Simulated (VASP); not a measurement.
# Si2Mo (P6_2) in VASP: further runs

The runs below take Si2Mo through single point, with PBEsol.

All numbers are computed with VASP 6.6.1; they aren't measurements. Logs are shortened: lines on timing, memory, paths and dates and some standing lists are left out, and cuts for length are marked.

### 1 The cell of the first run

It takes space group P6_2 (No. 171, hexagonal). The conventional cell has a = 4.574 Å, b = 4.574 Å, c = 6.567 Å, α = 90.00°, β = 90.00°, γ = 120.00°. Si (site symmetry 1) has 4 Mo at 2.15 to 2.71 Å and 5 Si at 2.55 to 2.66 Å within 2.8 Å. Mo (site symmetry 2) has 8 Si at 2.15 to 2.71 Å within 2.8 Å.

### 2 Single point, PBEsol (all Si atoms moved -0.500 Å, as atom 1 along Cartesian [0 0 1])

The input, INCAR:

```
ALGO = Normal
EDIFF = 1E-7
ENCUT = 520
GGA = PS
ISIF = 2
ISMEAR = 0
LASPH = True
LCHARG = True
LELF = True
LREAL = False
LVHAR = True
LWAVE = False
NBANDS = 43
NELM = 60
PREC = Accurate
SIGMA = 0.15
```

The input, KPOINTS:

```
k-points
0
Gamma
  12 12 6
```

The input, POSCAR:

```
Si2Mo
1.0
    4.5744403909      0.0000000000      0.0000000000
   -2.2872201955      3.9615815866      0.0000000000
    0.0000000000      0.0000000000      6.5665572496
Si Mo
6 3
Direct
    0.1641680652      0.8358319348      0.7571899326
    0.3283361304      0.1641680652      0.0905232659
    0.8358319348      0.6716638696      0.4238565993
    0.8358319348      0.1641680652      0.7571899326
    0.6716638696      0.8358319348      0.0905232659
    0.1641680652      0.3283361304      0.4238565993
    0.5000000000      0.0000000000      0.5000000000
    0.0000000000      0.5000000000      0.1666666667
    0.5000000000      0.5000000000      0.8333333333
```

Potentials or basis: VASP PAW PBE potentials, release 64 (Si, Mo_sv).

Run with:

```console
cat potpaw_PBE.64/Si/POTCAR potpaw_PBE.64/Mo_sv/POTCAR > POTCAR
mpirun -np 1 vasp_std > vasp.out
```

OUTCAR:

```text
EDIFF = 1E-7
   ENCUT = 520
   GGA = PS
   ISIF = 2
   ISMEAR = 0
   LASPH = True
   LREAL = False
   NELM = 60
   PREC = Accurate

 ion  position               nearest neighbor table
   1  0.164  0.836  0.757-   7 2.15   3 2.55   2 2.55   4 2.60   4 2.66   4 2.66   9 2.68   9 2.68
                             9 2.71   8 3.00   5 3.14   6 3.14
   2  0.328  0.164  0.091-   9 2.15   1 2.55   6 2.55   5 2.60   5 2.66   5 2.66   8 2.68   8 2.68
                             8 2.71   7 3.00   4 3.14   3 3.14
   3  0.836  0.672  0.424-   8 2.15   1 2.55   5 2.55   6 2.60   6 2.66   6 2.66   7 2.68   7 2.68
                             7 2.71   9 3.00   4 3.14   2 3.14
   4  0.836  0.164  0.757-   7 2.15   6 2.55   5 2.55   1 2.60   1 2.66   1 2.66   9 2.68   9 2.68
                             9 2.71   8 3.00   2 3.14   3 3.14
   5  0.672  0.836  0.091-   9 2.15   4 2.55   3 2.55   2 2.60   2 2.66   2 2.66   8 2.68   8 2.68
                             8 2.71   7 3.00   1 3.14   6 3.14
   6  0.164  0.328  0.424-   8 2.15   4 2.55   2 2.55   3 2.60   3 2.66   3 2.66   7 2.68   7 2.68
                             7 2.71   9 3.00   1 3.14   5 3.14
   7  0.500  0.000  0.500-   1 2.15   4 2.15   6 2.68   3 2.68   6 2.68   3 2.68   6 2.71   3 2.71
                             5 3.00   2 3.00   8 3.17   8 3.17   9 3.17   9 3.17
   8  0.000  0.500  0.167-   3 2.15   6 2.15   2 2.68   5 2.68   2 2.68   5 2.68   5 2.71   2 2.71
                             1 3.00   4 3.00   7 3.17   7 3.17   9 3.17   9 3.17
   9  0.500  0.500  0.833-   2 2.15   5 2.15   1 2.68   4 2.68   1 2.68   4 2.68   4 2.71   1 2.71
                             3 3.00   6 3.00   7 3.17   7 3.17   8 3.17   8 3.17

  LATTYP: Found a hexagonal cell.
 ALAT       =     4.5744403909
 C/A-ratio  =     1.4354886475

  Lattice vectors:

 A1 = (   4.5744403909,   0.0000000000,   0.0000000000)
 A2 = (  -2.2872201955,   3.9615815866,   0.0000000000)
 A3 = (   0.0000000000,   0.0000000000,   6.5665572496)

Analysis of symmetry for initial positions (statically):
=====================================================================
 Subroutine PRICEL returns:
 Original cell was already a primitive cell.

 Routine SETGRP: Setting up the symmetry group for a
 hexagonal supercell.

 Subroutine GETGRP returns: Found  6 space group operations
 (whereof  2 operations were pure point group operations)
 out of a pool of 24 trial point group operations.

The static configuration has the point symmetry C_2 .
 The point group associated with its full space group is C_6 .

Analysis of symmetry for dynamics (positions and initial velocities):
=====================================================================
 Subroutine PRICEL returns:
 Original cell was already a primitive cell.

 Routine SETGRP: Setting up the symmetry group for a
 hexagonal supercell.

 Subroutine GETGRP returns: Found  6 space group operations
 (whereof  2 operations were pure point group operations)
 out of a pool of 24 trial point group operations.

The dynamic configuration has the point symmetry C_2 .
 The point group associated with its full space group is C_6 .

 Subroutine INISYM returns: Found  6 space group operations
 (whereof  2 operations are pure point group operations),
 and found     1 'primitive' translations

----------------------------------------------------------------------------------------

                                     Primitive cell

  volume of cell :     118.9993

  direct lattice vectors                    reciprocal lattice vectors
     4.574440391  0.000000000  0.000000000     0.218605975  0.126212218  0.000000000
    -2.287220196  3.961581587  0.000000000     0.000000000  0.252424437  0.000000000
     0.000000000  0.000000000  6.566557250     0.000000000  0.000000000  0.152286801

  length of vectors
     4.574440391  4.574440391  6.566557250     0.252424437  0.252424437  0.152286801

  position of ions in fractional coordinates (direct lattice)
     0.164168065  0.835831935  0.757189933
     0.328336130  0.164168065  0.090523266
     0.835831935  0.671663870  0.423856599
     0.835831935  0.164168065  0.757189933
     0.671663870  0.835831935  0.090523266
     0.164168065  0.328336130  0.423856599
     0.500000000  0.000000000  0.500000000
     0.000000000  0.500000000  0.166666667
     0.500000000  0.500000000  0.833333333

  ion indices of the primitive-cell ions
   primitive index   ion index
                 1           1
                 2           2
                 3           3
                 4           4
                 5           5
                 6           6
                 7           7
                 8           8
                 9           9

----------------------------------------------------------------------------------------

 KPOINTS: k-points

Automatic generation of k-mesh.
 Grid dimensions read from file:
 generate k-points for:   12   12    6

 Generating k-lattice:

  Cartesian coordinates                     Fractional coordinates (reciprocal lattice)
     0.018217165  0.010517685  0.000000000     0.083333333 -0.000000000  0.000000000
     0.000000000  0.021035370  0.000000000     0.000000000  0.083333333  0.000000000
     0.000000000  0.000000000  0.025381134     0.000000000  0.000000000  0.166666667

  Length of vectors
     0.021035370  0.021035370  0.025381134

  Shift w.r.t. Gamma in fractional coordinates (k-lattice)
     0.000000000  0.000000000  0.000000000

 Subroutine IBZKPT returns following result:
 ===========================================

 Found    104 irreducible k-points:

 Following reciprocal coordinates:
            Coordinates               Weight
  0.000000  0.000000  0.000000      1.000000
  0.083333  0.000000  0.000000      6.000000
  0.166667 -0.000000  0.000000      6.000000
  0.250000  0.000000  0.000000      6.000000
  0.333333  0.000000  0.000000      6.000000
  0.416667 -0.000000  0.000000      6.000000
[... 16 lines left out ...]
  0.250000  0.250000  0.000000      6.000000
  0.333333  0.250000  0.000000      6.000000
 [... further k-points ...]
   k-points           NKPTS =    104   k-points in BZ     NKDIM =    104   number of bands    NBANDS=     43
   number of dos      NEDOS =    301   number of ions     NIONS =      9
   total plane-waves  NPLWV =  64800
   dimension x,y,z NGX =    36 NGY =   36 NGZ =   50
   dimension x,y,z NGXF=    72 NGYF=   72 NGZF=  100
   ions per type =               6   3
   NGX,Y,Z   is equivalent  to a cutoff of  13.08, 13.08, 12.66 a.u.
   NGXF,Y,Z  is equivalent  to a cutoff of  26.17, 26.17, 25.32 a.u.
 SYSTEM =  unknown system
   PREC   = accura    normal or accurate (medium, high low for compatibility)
   ISTART =      0    job   : 0-new  1-cont  2-samecut
   ICHARG =      2    charge: 1-file 2-atom 10-const
   ISPIN  =      1    spin polarized calculation?
   LNONCOLLINEAR =      F non collinear calculations
   LSORBIT =      F    spin-orbit coupling
   LASPH  =      T    aspherical Exc in radial PAW
   ENCUT  =  520.0 eV  38.22 Ry    6.18 a.u.   8.51  8.51 12.21*2*pi/ulx,y,z
   NELM   =     60;   NELMIN=  2; NELMDL= -5     # of ELM steps
   EDIFF  = 0.1E-06   stopping-criterion for ELM
   LREAL  =      F    real-space projection
   EDIFFG = 0.1E-05   stopping-criterion for IOM
   NSW    =      0    number of steps for IOM
   IBRION =     -1    ionic relax: 0-MD 1-quasi-New 2-CG
   NFREE  =      0    steps in history (QN), initial steepest desc. (CG)
   ISIF   =      2    stress and relaxation
   ISYM   =      2    0-nonsym 1-usesym 2-fastsym
   POTIM  = 0.5000    time-step for ionic-motion
   TEBEG  =    0.0;   TEEND  =   0.0 temperature during run
   PSTRESS=    0.0 pullay stress
   NELECT =      66.0000    total number of electrons
   NUPDOWN=      -1.0000    fix difference up-down
   EMIN   =  10.00;   EMAX   =-10.00  energy-range for DOS
   EFERMI =   0.00;   METHOD = LEGACY
   ISMEAR =     0;   SIGMA  =   0.15  broadening in eV -4-tet -1-fermi 0-gaus
   EFERMI_NEDOS =   21; number of points for ismear=-14 and -15
   IALGO  =     38    algorithm
   IMIX   =      4    mixing-type and parameters
     AMIX     =   0.40;   BMIX     =  1.00
     AMIX_MAG =   1.60;   BMIX_MAG =  1.00
  volume/ion in A,a.u.               =      13.22        89.23
  Fermi-wavevector in a.u.,A,eV,Ry     =   1.345059  2.541793 24.615443  1.809184
  Thomas-Fermi vector in A             =   2.473003
   LORBIT       =      0    0 simple, 1 ext, 2 COOP (PROOUT), +10 PAW based schemes
   GGA     = PS    functional components
   LHFCALC =     F    Hartree Fock is set to
   AEXX    =    0.0000 exact exchange contribution
   IVDW    =     0    specifies the selected vdW correction
   LEPSILON=     F    determine dielectric tensor
   LRPA    =     F    only Hartree local field effects (RPA)
 non-spin polarized calculation
 Gauss-broadening in eV      SIGMA  =   0.15
  energy-cutoff  :      520.00
  volume of cell :      119.00
 maximum number of plane-waves:      3236
 NGX is ok and might be reduce to    36
   NGX = 17   NGY = 17   NGZ = 25

 number of electron      65.9999995 magnetization

 Free energy of the ion-electron system (eV)
  ---------------------------------------------------
  ext. energy  EPLUGINS =         0.00000000
  ---------------------------------------------------
  free energy    TOTEN  =       -69.28643140 eV

  energy without entropy =      -69.28585688  energy(sigma->0) =      -69.28614414

 E-fermi :  12.8437     XC(G=0): -12.5149

 val. band max:       12.6949118359   @ k =   0.5000   0.0000   0.5000
 cond. band min:      13.0066333483   @ k =   0.5000   0.0000   0.0000
 fundamental gap:      0.3117215125
 Fermi energy:        12.8437161409

 k-point     1 :       0.0000    0.0000    0.0000
  band No.  band energies     occupation
      1     -48.0420      2.00000
      2     -48.0092      2.00000
      3     -48.0092      2.00000
      4     -22.4691      2.00000
      5     -22.4691      2.00000
      6     -22.4160      2.00000
[... 35 lines left out ...]
     42      15.3768      0.00000
     43      16.3574      0.00000
[... 1017 lines left out ...]
      3     -48.0093      2.00000
      4     -22.5153      2.00000
      5     -22.4684      2.00000
      6     -22.4469      2.00000
[... 35 lines left out ...]
     42      16.0936      0.00000
     43      16.6649      0.00000

 [... further k-points ...]

------------------------ aborting loop because EDIFF is reached ----------------------------------------

  FORCE on cell =-STRESS in cart. coord.  units (eV):
  Direction    XX          YY          ZZ          XY          YZ          ZX
  --------------------------------------------------------------------------------------
  -------------------------------------------------------------------------------------
  Total        7.6554482      7.6554482     34.4778313     -0.0000003      0.0000000      0.0000000
  in kB      103.0710955    103.0710955    464.2011490     -0.0000045      0.0000000      0.0000000
  external PRESSURE =     223.4477800 kB  Pullay stress =       0.0000000 kB

 VOLUME and BASIS-vectors are now :
 -----------------------------------------------------------------------------
  energy-cutoff  :      520.00
  volume of cell :      119.00
      direct lattice vectors                 reciprocal lattice vectors
     4.574440391  0.000000000  0.000000000     0.218605975  0.126212218  0.000000000
    -2.287220196  3.961581587  0.000000000     0.000000000  0.252424437  0.000000000
     0.000000000  0.000000000  6.566557250     0.000000000  0.000000000  0.152286801

 POSITION                                       TOTAL-FORCE (eV/Angst)
 -----------------------------------------------------------------------------------
     -1.16075      3.31122      4.97213        -2.276986     -1.696267      4.518681
      1.12647      0.65037      0.59443         0.330518     -2.820061      4.518681
      2.28722      2.66085      2.78328        -2.607503      1.123794      4.518681
      3.44797      0.65037      4.97213         2.276986      1.696267      4.518681
      1.16075      3.31122      0.59443        -0.330518      2.820061      4.518681
     -0.00000      1.30073      2.78328         2.607503     -1.123794      4.518681
      2.28722      0.00000      3.28328         0.000000      0.000000     -9.037362
     -1.14361      1.98079      1.09443         0.000000      0.000000     -9.037362
      1.14361      1.98079      5.47213         0.000000      0.000000     -9.037362
 -----------------------------------------------------------------------------------
    total drift:                                0.000000      0.000000     -0.000392

  FREE ENERGIE OF THE ION-ELECTRON SYSTEM (eV)
  ---------------------------------------------------
  free  energy   TOTEN  =       -69.2864314008 eV

  energy  without entropy=      -69.2858568837  energy(sigma->0) =      -69.28614414
```

Run time: 12 min. Hardware: 1 thread of Intel Xeon 8259CL, shared host; peak memory 0.51 GiB.

Results:

| Item | Value |
| --- | --- |
| Free energy | -69.2864 eV |
| Pressure | 22.3 GPa |
| Largest force | 9.037 eV/Å |
| Band gap on the k mesh | 0.31 eV (least direct gap 0.57 eV) |

Forces on the atoms (eV/Å):
```
Si  -2.277 -1.696  4.519
Si   0.331 -2.820  4.519
Si  -2.608  1.124  4.519
Si   2.277  1.696  4.519
Si  -0.331  2.820  4.519
Si   2.608 -1.124  4.519
Mo   0.000  0.000 -9.037
Mo   0.000  0.000 -9.037
Mo   0.000  0.000 -9.037
```

Stress tensor (GPa, compression positive):
```
10.31  0.00  0.00
 0.00 10.31  0.00
 0.00  0.00 46.42
```

Levels at points of the mesh, in eV from the valence-band top:
| k point | band 30 | band 31 | band 32 | band 33 | band 34 | band 35 | band 36 | band 37 |
| --- | --- | --- | --- | --- | --- | --- | --- | --- |
| (0.00, 0.00, 0.00) | -2.98 | -2.57 | -1.93 | -0.97 | 1.77 | 1.77 | 1.78 | 2.22 |
| (0.50, 0.00, 0.00) | -1.90 | -1.84 | -1.32 | -0.83 | 0.31 | 0.47 | 0.79 | 1.92 |
| (0.00, 0.00, 0.50) | -2.20 | -1.77 | -0.81 | -0.81 | 1.37 | 1.41 | 1.99 | 2.03 |
| (0.50, 0.00, 0.50) | -2.27 | -1.72 | -1.46 | 0.00 | 0.57 | 1.04 | 1.35 | 1.46 |

Caveat: the cell differs from its parent crystal (all Si atoms moved -0.500 Å, as atom 1 along Cartesian [0 0 1]); the stress differs along the axes, from 10 to 46 GPa; the PAW data sets were made with another functional, which shifts forces and pressure a little. A k mesh can miss the band edges.

[end of part 1 of 2]
